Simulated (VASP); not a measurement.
# CuAu (P4/mmm) in VASP: a series of runs, part 2 of 3

VASP 6.6.1. Earlier steps stand in the parts before.

## (4) Electric field gradients, PBE (volume scaled by 1.02)

The input, INCAR:

```
PREC     = Accurate       # precision mode
ENCUT    = 520            # plane-wave cutoff, eV
EDIFF    = 1E-8           # SCF threshold, eV
ISMEAR   = -1             # smearing method
SIGMA    = 0.05           # smearing width, eV
LREAL    = False          # projectors in reciprocal space
LASPH    = True           # aspherical terms in the spheres
NELM     = 100            # most SCF steps
ALGO     = Normal         # electronic algorithm
ISIF     = 2              # what is computed and relaxed
LWAVE    = False          # write WAVECAR
LCHARG   = False          # write CHGCAR
GGA      = PE             # functional
LEFG     = True         
NBANDS   = 18             # bands
```

The input, KPOINTS:

```
Automatic mesh
0
Gamma
  13 13 10
```

The input, POSCAR:

```
CuAu
1.0
    2.8185435868      0.0000000000      0.0000000000
    0.0000000000      2.8185435868      0.0000000000
    0.0000000000      0.0000000000      3.6943053441
Cu Au
1 1
Direct
    0.5000000000      0.5000000000      0.5000000000
    0.0000000000      0.0000000000      0.0000000000
```

Potentials or basis: VASP PAW PBE potentials, release 64 (Cu, Au).

Launch:

```console
cat potpaw_PBE.64/Cu/POTCAR potpaw_PBE.64/Au/POTCAR > POTCAR
mpirun -np 1 vasp_std > vasp.out
```

OUTCAR:

```text
PREC = Accurate
   ENCUT = 520
   EDIFF = 1E-8
   ISMEAR = -1
   LREAL = False
   LASPH = True
   NELM = 100
   ISIF = 2
   GGA = PE

 ion  position               nearest neighbor table
   1  0.500  0.500  0.500-   2 2.72   2 2.72   2 2.72   2 2.72   2 2.72   2 2.72   2 2.72   2 2.72

   2  0.000  0.000  0.000-   1 2.72   1 2.72   1 2.72   1 2.72   1 2.72   1 2.72   1 2.72   1 2.72

  LATTYP: Found a simple tetragonal cell.
 ALAT       =     2.8185435868
 C/A-ratio  =     1.3107142857

  Lattice vectors:

 A1 = (   2.8185435868,   0.0000000000,   0.0000000000)
 A2 = (   0.0000000000,   2.8185435868,   0.0000000000)
 A3 = (   0.0000000000,   0.0000000000,   3.6943053441)

Analysis of symmetry for initial positions (statically):
=====================================================================
 Subroutine PRICEL returns:
 Original cell was already a primitive cell.

 Routine SETGRP: Setting up the symmetry group for a
 simple tetragonal supercell.

 Subroutine GETGRP returns: Found 16 space group operations
 (whereof 16 operations were pure point group operations)
 out of a pool of 16 trial point group operations.

The static configuration has the point symmetry D_4h.

Analysis of symmetry for dynamics (positions and initial velocities):
=====================================================================
 Subroutine PRICEL returns:
 Original cell was already a primitive cell.

 Routine SETGRP: Setting up the symmetry group for a
 simple tetragonal supercell.

 Subroutine GETGRP returns: Found 16 space group operations
 (whereof 16 operations were pure point group operations)
 out of a pool of 16 trial point group operations.

The dynamic configuration has the point symmetry D_4h.

 Subroutine INISYM returns: Found 16 space group operations
 (whereof 16 operations are pure point group operations),
 and found     1 'primitive' translations

----------------------------------------------------------------------------------------

                                     Primitive cell

  volume of cell :      29.3483

  direct lattice vectors                    reciprocal lattice vectors
     2.818543587  0.000000000  0.000000000     0.354793165  0.000000000  0.000000000
     0.000000000  2.818543587  0.000000000     0.000000000  0.354793165  0.000000000
     0.000000000  0.000000000  3.694305344     0.000000000  0.000000000  0.270686883

  length of vectors
     2.818543587  2.818543587  3.694305344     0.354793165  0.354793165  0.270686883

  position of ions in fractional coordinates (direct lattice)
     0.500000000  0.500000000  0.500000000
     0.000000000  0.000000000  0.000000000

  ion indices of the primitive-cell ions
   primitive index   ion index
                 1           1
                 2           2

----------------------------------------------------------------------------------------

 KPOINTS: Automatic mesh

Automatic generation of k-mesh.
 Grid dimensions read from file:
[... 72 lines left out ...]
   ISYM   =      2    0-nonsym 1-usesym 2-fastsym
   POTIM  = 0.5000    time-step for ionic-motion
   TEBEG  =    0.0;   TEEND  =   0.0 temperature during run
   PSTRESS=    0.0 pullay stress
   NELECT =      22.0000    total number of electrons
   NUPDOWN=      -1.0000    fix difference up-down
   EMIN   =  10.00;   EMAX   =-10.00  energy-range for DOS
   EFERMI =   0.00;   METHOD = LEGACY
   ISMEAR =    -1;   SIGMA  =   0.05  broadening in eV -4-tet -1-fermi 0-gaus
   EFERMI_NEDOS =   21; number of points for ismear=-14 and -15
   IALGO  =     38    algorithm
   IMIX   =      4    mixing-type and parameters
     AMIX     =   0.40;   BMIX     =  1.00
     AMIX_MAG =   1.60;   BMIX_MAG =  1.00
  volume/ion in A,a.u.               =      14.67        99.03
  Fermi-wavevector in a.u.,A,eV,Ry     =   1.487151  2.810307 30.090876  2.211617
  Thomas-Fermi vector in A             =   2.600347
   LORBIT       =      0    0 simple, 1 ext, 2 COOP (PROOUT), +10 PAW based schemes
   GGA     = PE    functional components
   LHFCALC =     F    Hartree Fock is set to
   AEXX    =    0.0000 exact exchange contribution
   IVDW    =     0    specifies the selected vdW correction
   LEPSILON=     F    determine dielectric tensor
   LRPA    =     F    only Hartree local field effects (RPA)
 non-spin polarized calculation
  energy-cutoff  :      520.00
  volume of cell :       29.35
 maximum number of plane-waves:       812
 NGX is ok and might be reduce to    24
   NGX = 11   NGY = 11   NGZ = 13

 number of electron      22.0000010 magnetization

 Free energy of the ion-electron system (eV)
  ---------------------------------------------------
  ext. energy  EPLUGINS =         0.00000000
  ---------------------------------------------------
  free energy    TOTEN  =        -7.05750725 eV

  energy without entropy =       -7.05315558  energy(sigma->0) =       -7.05533142

 E-fermi :   8.6578     XC(G=0): -12.6166

 val. band max:        8.6450559956   @ k =   0.4615   0.1538   0.4000
 cond. band min:       8.6692170757   @ k =   0.4615   0.3846   0.1000
 fundamental gap:      0.0241610801
 Fermi energy:         8.6578209318

 k-point     1 :       0.0000    0.0000    0.0000
  band No.  band energies     occupation
      1      -1.0817      2.00000
      2       2.0626      2.00000
      3       2.2272      2.00000
      4       4.5828      2.00000
      5       4.5828      2.00000
      6       5.6192      2.00000
[... 481 lines left out ...]
      5       4.7509      2.00000
      6       5.8888      2.00000
[... 10 lines left out ...]
     17      21.6706      0.00000
     18      21.8714      0.00000

 [... further k-points ...]

------------------------ aborting loop because EDIFF is reached ----------------------------------------

  FORCE on cell =-STRESS in cart. coord.  units (eV):
  Direction    XX          YY          ZZ          XY          YZ          ZX
  --------------------------------------------------------------------------------------
  -------------------------------------------------------------------------------------
  Total        0.5944426      0.5944426      0.6443877      0.0000000      0.0000000      0.0000000
  in kB       32.4517576     32.4517576     35.1783541      0.0000000      0.0000000      0.0000000
  external PRESSURE =      33.3606231 kB  Pullay stress =       0.0000000 kB

 VOLUME and BASIS-vectors are now :
 -----------------------------------------------------------------------------
  energy-cutoff  :      520.00
  volume of cell :       29.35
      direct lattice vectors                 reciprocal lattice vectors
     2.818543587  0.000000000  0.000000000     0.354793165  0.000000000  0.000000000
     0.000000000  2.818543587  0.000000000     0.000000000  0.354793165  0.000000000
     0.000000000  0.000000000  3.694305344     0.000000000  0.000000000  0.270686883

 POSITION                                       TOTAL-FORCE (eV/Angst)
 -----------------------------------------------------------------------------------
      1.40927      1.40927      1.84715         0.000000      0.000000      0.000000
      0.00000      0.00000      0.00000         0.000000      0.000000      0.000000
 -----------------------------------------------------------------------------------
    total drift:                                0.000000      0.000000     -0.000000

  FREE ENERGIE OF THE ION-ELECTRON SYSTEM (eV)
  ---------------------------------------------------
  free  energy   TOTEN  =        -7.0575072537 eV

  energy  without entropy=       -7.0531555848  energy(sigma->0) =       -7.05533142

 Electric field gradients (V/A^2)
---------------------------------------------------------------------
 ion       V_xx      V_yy      V_zz      V_xy      V_xz      V_yz
---------------------------------------------------------------------
   1       6.720     6.720   -13.440     0.000     0.000     0.000
   2     -37.248   -37.248    74.497     0.000     0.000    -0.000
---------------------------------------------------------------------

 Electric field gradients after diagonalization (V/A^2)
 (convention: |V_zz| > |V_xx| > |V_yy|)
----------------------------------------------------------------------
 ion       V_xx      V_yy      V_zz     asymmetry (V_yy - V_xx)/ V_zz
----------------------------------------------------------------------
   1       6.720     6.720   -13.440       0.000
   2     -37.248   -37.248    74.497       0.000
----------------------------------------------------------------------

           NMR quadrupolar parameters

 Cq : quadrupolar parameter    Cq=e*Q*V_zz/h
 eta: asymmetry parameters     (V_yy - V_xx)/ V_zz
 Q  : nuclear electric quadrupole moment in mb (millibarn)
----------------------------------------------------------------------
 ion       Cq(MHz)       eta       Q (mb)
----------------------------------------------------------------------
   1      -0.032       0.000       1.000
   2       0.180       0.000       1.000
----------------------------------------------------------------------
```

It took 52 s on 1 thread of Intel Xeon 6975P-C, shared host; peak memory 0.22 GiB.

Results:

```
Free energy            : -7.0575 eV
Pressure               : 3.3 GPa
Band gap on the k mesh : zero (band 11 reaches 13.02 eV, above the bottom of band 12 at 6.67 eV)
```

Electric field gradients, principal values (V/Å²):
| atom | least | middle | greatest (by size) |
| --- | --- | --- | --- |
| 1 Cu | 6.720 | 6.720 | -13.440 |
| 2 Au | -37.248 | -37.248 | 74.497 |

Caveat: without QUAD_EFG the Cq values of the log hold for a quadrupole moment of 1 mb, not for the nuclei; spin-orbit coupling is left out, which moves the levels of the heavy elements.

[end of part 2 of 3]
